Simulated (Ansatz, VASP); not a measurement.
## One calculation of In, two programs

POSCAR

```
In
1.0
   -1.6209330004      1.6209330004      2.5017031614
    1.6209330004     -1.6209330004      2.5017031614
    1.6209330004      1.6209330004     -2.5017031614
In
1
Direct
    0.0000000000      0.0000000000      0.0000000000
```

Contents of INCAR.step1:

```
PREC = Accurate
ENCUT = 520
ISMEAR = -1
SIGMA = 0.05
LREAL = F
LASPH = T
NELM = 80
NBANDS = 12
GGA = PE
ALGO = Normal
EDIFF = 1E-4
LWAVE = T
LCHARG = F
```

The input INCAR.step2:

```
PREC = Accurate
ENCUT = 520
EDIFF = 1E-7
ISMEAR = -1
SIGMA = 0.05
LREAL = F
LASPH = T
NELM = 80
ALGO = Normal
ISIF = 2
LWAVE = F
LCHARG = F
METAGGA = R2SCAN
LMIXTAU = T
NBANDS = 12
ISTART = 1
```

Contents of KPOINTS:

```
Automatic mesh
0
Gamma
  22 22 22
```

Input for Ansatz:

```yaml
crystal:
  lattice:
    - [-1.6209330004, 1.6209330004, 2.5017031614]
    - [1.6209330004, -1.6209330004, 2.5017031614]
    - [1.6209330004, 1.6209330004, -2.5017031614]
  atoms:
    - { symbol: In, position: [0.0, 0.0, 0.0] }
kpoints:
  mp_grid: { grid: [22, 22, 22] }
scf:
  occupations: { method: fermi_dirac, width: 0.05 }
hamiltonian:
  xc: r2scan
  pseudopotentials: { kind: all_electron, datasets: crystal }
output:
  forces: true
  stress: true
  eigenvalues: true
```

Alike in both runs: task single point; functional r2SCAN; k mesh 22 × 22 × 22; occupations fermi-dirac, width 0.05 eV; no spin polarisation.

```csv
,VASP,Ansatz
version,VASP 6.6.1,Ansatz 0.2.0
potentials or method,"VASP PAW PBE potentials, release 64 (In_d), cutoff 520 eV","all-electron PAW with datasets made for the crystal, scalar-relativistic"
```

```tsv
	VASP	Ansatz	Ansatz less VASP
pressure (GPa)	0.0	0.0	-0.01
```

VASP's potentials were made for PBE, not for r2SCAN. Ansatz ran all-electron here, and VASP with PAW potentials.
